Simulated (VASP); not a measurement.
# SiO2 (I-42d) in VASP: notebook

Aim: see how the results for SiO2 move with the level of theory and the settings. Levels: PBE, r2SCAN. Tasks: single point.

Everything below comes from runs of VASP 6.6.1. Logs are shortened: lines on timing, memory, paths and dates and some standing lists are left out, and cuts for length are marked.

## 1. The cell of the first run

Symmetry: I-42d, No. 122, tetragonal system. Conventional cell: a = 4.682 Å, b = 4.682 Å, c = 6.929 Å, α = 90.00°, β = 90.00°, γ = 90.00°. Si (site symmetry -4) has 4 O at 1.61 Å within 2.1 Å. Within 2.1 Å of O (site symmetry 2) lie 2 Si at 1.61 Å.

## 2. Single point, PBE (strain -5.3%)

Input file INCAR:

```
PREC = Accurate ; ENCUT = 520
EDIFF = 1E-7 ; ISMEAR = -1
SIGMA = 0.02 ; LREAL = False
LASPH = True ; NELM = 80
ALGO = Normal ; ISIF = 2
LWAVE = False ; LCHARG = False
GGA = PE ; NBANDS = 25
```

Input file KPOINTS:

```
regular mesh
0
Gamma
  8 8 8
```

Input file POSCAR:

```
SiO2
1.0
   -2.3411961555      2.3411961555      3.4643437739
    2.3411961555     -2.3411961555      3.4643437739
    2.3411961555      2.3411961555     -3.4643437739
Si O
2 4
Direct
    0.0000000000      0.0000000000      0.0000000000
    0.7500000000      0.2500000000      0.5000000000
    1.0212153985      0.6250000000      0.8962153985
    0.3750000000      0.2712153985      0.3962153985
    0.7287846015      0.1250000000      0.1037846015
    0.8750000000     -0.0212153985      0.6037846015
```

Potentials or basis: VASP PAW PBE potentials, release 64 (Si, O).

Run with:

```
cat potpaw_PBE.64/Si/POTCAR potpaw_PBE.64/O/POTCAR > POTCAR
mpirun -np 1 vasp_std > vasp.out
```

OUTCAR:

```text
PREC = Accurate
   ENCUT = 520
   EDIFF = 1E-7
   ISMEAR = -1
   LREAL = False
   LASPH = True
   NELM = 80
   ISIF = 2
   GGA = PE

 ion  position               nearest neighbor table
   1  0.000  0.000  0.000-   4 1.61   3 1.61   5 1.61   6 1.61   2 2.91   2 2.91   2 2.91   2 2.91

   2  0.750  0.250  0.500-   3 1.61   4 1.61   5 1.61   6 1.61   1 2.91   1 2.91   1 2.91   1 2.91

   3  0.021  0.625  0.896-   2 1.61   1 1.61
   4  0.375  0.271  0.396-   1 1.61   2 1.61
   5  0.729  0.125  0.104-   1 1.61   2 1.61
   6  0.875  0.979  0.604-   1 1.61   2 1.61

  LATTYP: Found a body centered tetragonal cell.
 ALAT       =     4.6823923110
 C/A-ratio  =     1.4797323863

  Lattice vectors:

 A1 = (  -2.3411961555,   2.3411961555,   3.4643437739)
 A2 = (   2.3411961555,  -2.3411961555,   3.4643437739)
 A3 = (   2.3411961555,   2.3411961555,  -3.4643437739)

Analysis of symmetry for initial positions (statically):
=====================================================================
 Subroutine PRICEL returns:
 Original cell was already a primitive cell.

 Routine SETGRP: Setting up the symmetry group for a
 body centered tetragonal supercell.

 Subroutine GETGRP returns: Found  8 space group operations
 (whereof  4 operations were pure point group operations)
 out of a pool of 16 trial point group operations.

The static configuration has the point symmetry S_4 .
 The point group associated with its full space group is D_2d.

Analysis of symmetry for dynamics (positions and initial velocities):
=====================================================================
 Subroutine PRICEL returns:
 Original cell was already a primitive cell.

 Routine SETGRP: Setting up the symmetry group for a
 body centered tetragonal supercell.

 Subroutine GETGRP returns: Found  8 space group operations
 (whereof  4 operations were pure point group operations)
 out of a pool of 16 trial point group operations.

The dynamic configuration has the point symmetry S_4 .
 The point group associated with its full space group is D_2d.

 Subroutine INISYM returns: Found  8 space group operations
 (whereof  4 operations are pure point group operations),
 and found     1 'primitive' translations

----------------------------------------------------------------------------------------

                                     Primitive cell

  volume of cell :      75.9550

  direct lattice vectors                    reciprocal lattice vectors
    -2.341196156  2.341196156  3.464343774     0.000000000  0.213566044  0.144327478
     2.341196156 -2.341196156  3.464343774     0.213566044  0.000000000  0.144327478
     2.341196156  2.341196156 -3.464343774     0.213566044  0.213566044  0.000000000

  length of vectors
     4.792084793  4.792084793  4.792084793     0.257761277  0.257761277  0.302027995

  position of ions in fractional coordinates (direct lattice)
     0.000000000  0.000000000  0.000000000
     0.750000000  0.250000000  0.500000000
     0.021215398  0.625000000  0.896215398
     0.375000000  0.271215398  0.396215398
     0.728784602  0.125000000  0.103784602
     0.875000000  0.978784602  0.603784602

  ion indices of the primitive-cell ions
   primitive index   ion index
                 1           1
                 2           2
                 3           3
                 4           4
                 5           5
                 6           6

----------------------------------------------------------------------------------------

 KPOINTS: regular mesh

Automatic generation of k-mesh.
 Grid dimensions read from file:
 generate k-points for:    8    8    8

 Generating k-lattice:

  Cartesian coordinates                     Fractional coordinates (reciprocal lattice)
     0.000000000  0.026695755  0.018040935     0.125000000  0.000000000  0.000000000
     0.026695755  0.000000000  0.018040935     0.000000000  0.125000000  0.000000000
     0.026695755  0.026695755  0.000000000     0.000000000  0.000000000  0.125000000

  Length of vectors
     0.032220160  0.032220160  0.037753499

  Shift w.r.t. Gamma in fractional coordinates (k-lattice)
     0.000000000  0.000000000  0.000000000

 Subroutine IBZKPT returns following result:
 ===========================================

 Found     59 irreducible k-points:

 Following reciprocal coordinates:
            Coordinates               Weight
  0.000000  0.000000  0.000000      1.000000
  0.125000  0.000000 -0.000000      8.000000
  0.250000  0.000000 -0.000000      8.000000
  0.375000  0.000000  0.000000      8.000000
  0.500000  0.000000 -0.000000      4.000000
  0.125000  0.125000 -0.000000      8.000000
[... 16 lines left out ...]
  0.250000  0.125000  0.125000     16.000000
  0.375000  0.125000  0.125000      8.000000
 [... further k-points ...]
   k-points           NKPTS =     59   k-points in BZ     NKDIM =     59   number of bands    NBANDS=     25
   number of dos      NEDOS =    301   number of ions     NIONS =      6
   total plane-waves  NPLWV =  46656
   dimension x,y,z NGX =    36 NGY =   36 NGZ =   36
   dimension x,y,z NGXF=    72 NGYF=   72 NGZF=   72
   ions per type =               2   4
   NGX,Y,Z   is equivalent  to a cutoff of  12.49, 12.49, 12.49 a.u.
   NGXF,Y,Z  is equivalent  to a cutoff of  24.98, 24.98, 24.98 a.u.
 SYSTEM =  unknown system
   PREC   = accura    normal or accurate (medium, high low for compatibility)
   ISTART =      0    job   : 0-new  1-cont  2-samecut
   ICHARG =      2    charge: 1-file 2-atom 10-const
   ISPIN  =      1    spin polarized calculation?
   LNONCOLLINEAR =      F non collinear calculations
   LSORBIT =      F    spin-orbit coupling
   LASPH  =      T    aspherical Exc in radial PAW
   ENCUT  =  520.0 eV  38.22 Ry    6.18 a.u.   8.91  8.91  8.91*2*pi/ulx,y,z
   NELM   =     80;   NELMIN=  2; NELMDL= -5     # of ELM steps
   EDIFF  = 0.1E-06   stopping-criterion for ELM
   LREAL  =      F    real-space projection
   EDIFFG = 0.1E-05   stopping-criterion for IOM
   NSW    =      0    number of steps for IOM
   IBRION =     -1    ionic relax: 0-MD 1-quasi-New 2-CG
   NFREE  =      0    steps in history (QN), initial steepest desc. (CG)
   ISIF   =      2    stress and relaxation
   ISYM   =      2    0-nonsym 1-usesym 2-fastsym
   POTIM  = 0.5000    time-step for ionic-motion
   TEBEG  =    0.0;   TEEND  =   0.0 temperature during run
   PSTRESS=    0.0 pullay stress
   NELECT =      32.0000    total number of electrons
   NUPDOWN=      -1.0000    fix difference up-down
   EMIN   =  10.00;   EMAX   =-10.00  energy-range for DOS
   EFERMI =   0.00;   METHOD = LEGACY
   ISMEAR =    -1;   SIGMA  =   0.02  broadening in eV -4-tet -1-fermi 0-gaus
   EFERMI_NEDOS =   21; number of points for ismear=-14 and -15
   IALGO  =     38    algorithm
   IMIX   =      4    mixing-type and parameters
     AMIX     =   0.40;   BMIX     =  1.00
     AMIX_MAG =   1.60;   BMIX_MAG =  1.00
  volume/ion in A,a.u.               =      12.66        85.43
  Fermi-wavevector in a.u.,A,eV,Ry     =   1.227268  2.319200 20.492904  1.506186
  Thomas-Fermi vector in A             =   2.362237
   LORBIT       =      0    0 simple, 1 ext, 2 COOP (PROOUT), +10 PAW based schemes
   GGA     = PE    functional components
[... 5 lines left out ...]
 non-spin polarized calculation
  energy-cutoff  :      520.00
  volume of cell :       75.96
 maximum number of plane-waves:      2084
   NGX = 17   NGY = 17   NGZ = 17

 number of electron      32.0000005 magnetization

 Free energy of the ion-electron system (eV)
  ---------------------------------------------------
  ext. energy  EPLUGINS =         0.00000000
  ---------------------------------------------------
  free energy    TOTEN  =       -47.08753513 eV

  energy without entropy =      -47.08753513  energy(sigma->0) =      -47.08753513

 E-fermi :   1.0135     XC(G=0):  -9.1190

 val. band max:        0.4729183428   @ k =   0.3750   0.0000   0.0000
 cond. band min:       7.0178429672   @ k =   0.0000   0.0000   0.0000
 fundamental gap:      6.5449246243
 Fermi energy:         1.0135159049

 k-point     1 :       0.0000    0.0000    0.0000
  band No.  band energies     occupation
      1     -18.7097      2.00000
      2     -16.4789      2.00000
      3     -16.4789      2.00000
      4     -16.2203      2.00000
      5      -7.8104      2.00000
      6      -4.7313      2.00000
[... 17 lines left out ...]
     24      14.4515      0.00000
     25      14.8005      0.00000

 k-point     2 :       0.1250    0.0000   -0.0000
  band No.  band energies     occupation
      1     -18.6537      2.00000
      2     -16.5369      2.00000
      3     -16.4850      2.00000
      4     -16.2558      2.00000
      5      -7.7134      2.00000
      6      -4.7493      2.00000
[... 17 lines left out ...]
     24      14.5860      0.00000
     25      14.7047      0.00000

 k-point     3 :       0.2500    0.0000   -0.0000
  band No.  band energies     occupation
      1     -18.4982      2.00000
      2     -16.7293      2.00000
      3     -16.4979      2.00000
      4     -16.3090      2.00000
      5      -7.4606      2.00000
      6      -4.8372      2.00000
[... 17 lines left out ...]
     24      14.2700      0.00000
     25      14.8036      0.00000

 k-point     4 :       0.3750    0.0000    0.0000
  band No.  band energies     occupation
      1     -18.2945      2.00000
      2     -16.9902      2.00000
      3     -16.5086      2.00000
      4     -16.3422      2.00000
      5      -7.1705      2.00000
      6      -4.9600      2.00000
[... 17 lines left out ...]
     24      14.2360      0.00000
     25      14.8988      0.00000
[... 477 lines left out ...]
 k-point    22 :       0.1250    0.1250    0.1250
  band No.  band energies     occupation
      1     -18.3610      2.00000
      2     -16.9145      2.00000
      3     -16.4970      2.00000
      4     -16.3283      2.00000
      5      -7.2584      2.00000
      6      -5.2061      2.00000
[... 17 lines left out ...]
     24      13.7688      0.00000
     25      14.4305      0.00000

 k-point    23 :       0.2500    0.1250    0.1250
  band No.  band energies     occupation
      1     -18.1584      2.00000
      2     -17.1526      2.00000
      3     -16.5020      2.00000
      4     -16.3662      2.00000
      5      -6.9633      2.00000
      6      -5.3914      2.00000
[... 17 lines left out ...]
     24      13.8818      0.00000
     25      14.6816      0.00000

 k-point    24 :       0.3750    0.1250    0.1250
  band No.  band energies     occupation
      1     -18.0383      2.00000
      2     -17.2884      2.00000
      3     -16.5029      2.00000
      4     -16.3819      2.00000
      5      -6.8077      2.00000
      6      -5.4916      2.00000
[... 17 lines left out ...]
     24      13.9304      0.00000
     25      14.9563      0.00000

 [... further k-points ...]
[... 5 lines left out ...]
  --------------------------------------------------------------------------------------
  -------------------------------------------------------------------------------------
  Total        5.1232571      5.1232571      6.1510957      0.0000000      0.0000000      0.0000000
  in kB      108.0687560    108.0687560    129.7497379      0.0000000      0.0000000      0.0000000
  external PRESSURE =     115.2957499 kB  Pullay stress =       0.0000000 kB

 VOLUME and BASIS-vectors are now :
 -----------------------------------------------------------------------------
  energy-cutoff  :      520.00
  volume of cell :       75.96
      direct lattice vectors                 reciprocal lattice vectors
    -2.341196156  2.341196156  3.464343774     0.000000000  0.213566044  0.144327478
     2.341196156 -2.341196156  3.464343774     0.213566044  0.000000000  0.144327478
     2.341196156  2.341196156 -3.464343774     0.213566044  0.213566044  0.000000000

 POSITION                                       TOTAL-FORCE (eV/Angst)
 -----------------------------------------------------------------------------------
      0.00000      0.00000      0.00000         0.000000      0.000000      0.000000
      0.00000      2.34120      1.73217         0.000000      0.000000     -0.000000
      3.51179      0.68464     -0.86609         0.000000      0.394825      0.000000
      0.68464      1.17060      0.86609         0.394825      0.000000      0.000000
     -1.17060      1.65656      2.59826         0.000000     -0.394825     -0.000000
      1.65656      1.17060      4.33043        -0.394825      0.000000     -0.000000
 -----------------------------------------------------------------------------------
    total drift:                                0.000002      0.000002      0.000001

  FREE ENERGIE OF THE ION-ELECTRON SYSTEM (eV)
  ---------------------------------------------------
  free  energy   TOTEN  =       -47.0875351268 eV

  energy  without entropy=      -47.0875351268  energy(sigma->0) =      -47.08753513
```

It took 72 s on 1 thread of Intel Xeon Platinum 8124M at 3.00GHz (Skylake/Cascade Lake), shared host; peak memory 0.24 GiB.

What came out:

* Free energy: -47.0875 eV
* Pressure: 11.5 GPa
* Largest force: 0.395 eV/Å
* Band gap on the k mesh: 6.54 eV, indirect (least direct gap 6.59 eV)

Forces in eV/Å, atoms in the order of the input:
```
Si   0.000  0.000  0.000
Si   0.000  0.000  0.000
O    0.000  0.395  0.000
O    0.395  0.000  0.000
O    0.000 -0.395  0.000
O   -0.395  0.000  0.000
```

Stress tensor (GPa, compression positive):
```
10.81  0.00  0.00
 0.00 10.81  0.00
 0.00  0.00 12.97
```

Levels at points of the mesh, in eV from the valence-band top:
```
           k point  band 13  band 14  band 15  band 16  band 17  band 18  band 19  band 20
(0.00, 0.00, 0.00)    -1.12    -0.95    -0.04    -0.04     6.54     8.83    12.04    12.04
(0.50, 0.00, 0.00)    -1.07    -0.56    -0.27     0.00     9.02    10.01    10.42    10.70
(0.50, 0.50, 0.00)    -0.52    -0.52    -0.08    -0.08    10.27    10.27    10.80    10.80
(0.50, 0.50, 0.50)    -1.40    -1.40    -0.02    -0.02     9.66     9.66     9.69     9.69
```

Caveat: the cell differs from its parent crystal (strain -5.3%). A k mesh can miss the band edges.

## 3. Single point, PBE (uniaxial z strain -4.0%)

Input file INCAR:

```
SYSTEM = SiO2
ALGO = Normal
EDIFF = 1E-7
ENCUT = 520
GGA = PE
ISIF = 2
ISMEAR = -1
LASPH = .True.
LCHARG = .False.
LREAL = .False.
LWAVE = .False.
NBANDS = 25
NELM = 100
PREC = Accurate
SIGMA = 0.02
```

Input file KPOINTS:

```
k-points
0
Gamma
  8 8 8
  0 0 0
```

Input file POSCAR:

```
SiO2
1.0
   -2.4719629981      2.4719629981      3.5122615264
    2.4719629981     -2.4719629981      3.5122615264
    2.4719629981      2.4719629981     -3.5122615264
Si O
2 4
Direct
    0.0000000000      0.0000000000      0.0000000000
    0.7500000000      0.2500000000      0.5000000000
    0.9852385279      0.6250000000      0.8602385279
    0.3750000000      0.2352385279      0.3602385279
    0.7647614721      0.1250000000      0.1397614721
    0.8750000000      0.0147614721      0.6397614721
```

Potentials or basis: VASP PAW PBE potentials, release 64 (Si, O).

Run with:

```
cat potpaw_PBE.64/Si/POTCAR potpaw_PBE.64/O/POTCAR > POTCAR
mpirun -np 1 vasp_std > vasp.out
```

Run time: 1.7 min. Hardware: 1 thread of Intel Xeon Platinum 8124M at 3.00GHz (Skylake/Cascade Lake), shared host; peak memory 0.28 GiB.

It converged, with:

- Free energy: -47.3739 eV
- Pressure: 6.5 GPa
- Largest force: 0.303 eV/Å
- Band gap on the k mesh: 6.10 eV, direct

Forces in eV/Å, atoms in the order of the input:
```
Si   0.000  0.000  0.000
Si   0.000  0.000  0.000
O    0.000  0.303  0.000
O    0.303  0.000  0.000
O    0.000 -0.303  0.000
O   -0.303  0.000  0.000
```

Stress tensor (GPa, compression positive):
```
5.78 0.00 0.00
0.00 5.78 0.00
0.00 0.00 7.83
```

Levels at points of the mesh, in eV from the valence-band top:
```tsv
k point	band 12	band 13	band 14	band 15	band 16	band 17	band 18	band 19	band 20	band 21
(0.00, 0.00, 0.00)	-1.49	-1.36	-0.76	0.00	0.00	6.10	8.86	11.35	11.35	11.37
(0.50, 0.00, 0.00)	-1.51	-1.40	-0.72	-0.33	-0.18	8.46	9.32	9.98	10.40	10.95
(0.50, 0.50, 0.00)	-1.98	-0.86	-0.86	-0.23	-0.23	9.42	9.42	10.41	10.41	11.08
(0.50, 0.50, 0.50)	-1.95	-1.45	-1.45	-0.29	-0.29	9.20	9.20	10.17	10.17	11.93
```

Caveat: the cell differs from its parent crystal (uniaxial z strain -4.0%).

[end of part 1 of 2]
